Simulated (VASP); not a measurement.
The system is YCu6ClO8.

```
CELL_PARAMETERS angstrom
0.00000 4.64629 4.64629
4.64629 0.00000 4.64629
4.64629 4.64629 0.00000
ATOMIC_POSITIONS crystal
Y 0.00000 0.00000 0.00000
Cu 0.00000 0.00000 0.50000
Cu 0.50000 0.00000 0.50000
Cu 0.00000 0.50000 0.50000
Cu 0.50000 0.50000 0.00000
Cu 0.00000 0.50000 0.00000
Cu 0.50000 0.00000 0.00000
Cl 0.50000 0.50000 0.50000
O 0.85550 0.85550 0.43349
O 0.85550 0.43349 0.85550
O 0.43349 0.85550 0.85550
O 0.85550 0.85550 0.85550
O 0.14450 0.14450 0.56651
O 0.14450 0.56651 0.14450
O 0.56651 0.14450 0.14450
O 0.14450 0.14450 0.14450
```

Base run:

| Item | Value |
| --- | --- |
| Program | VASP 6.6.1 |
| Functional | PBE |
| Potentials or basis | VASP PAW PBE potentials, release 64 (Y_sv, Cu, Cl, O) |
| Cutoff | 520 eV |
| k mesh | 6 × 6 × 6 |
| Occupations | fermi-dirac, width 0.05 eV |
| Spin | no spin polarisation |

Its results: band gap on the k mesh zero (bands 66 and 67 overlap by 0.50 eV); pressure 0.1 GPa; largest force 0.092 eV/Å.

Problem. The run is repeated on the same cell with these changes: functional from PBE to PBEsol. What comes out?

Solution. Band gap on the k mesh zero (bands 66 and 67 overlap by 0.49 eV); pressure -6.2 GPa; largest force 0.060 eV/Å.

PBEsol binds more tightly than PBE, so the same cell stands under less pressure.

Caveats: semilocal functionals often make such compounds metallic where correlation or magnetic order opens a gap, which also shifts bond lengths; the cell stands under tension (at least some runs); the PAW data sets were made with another functional, which shifts forces and pressure a little (at least some runs).
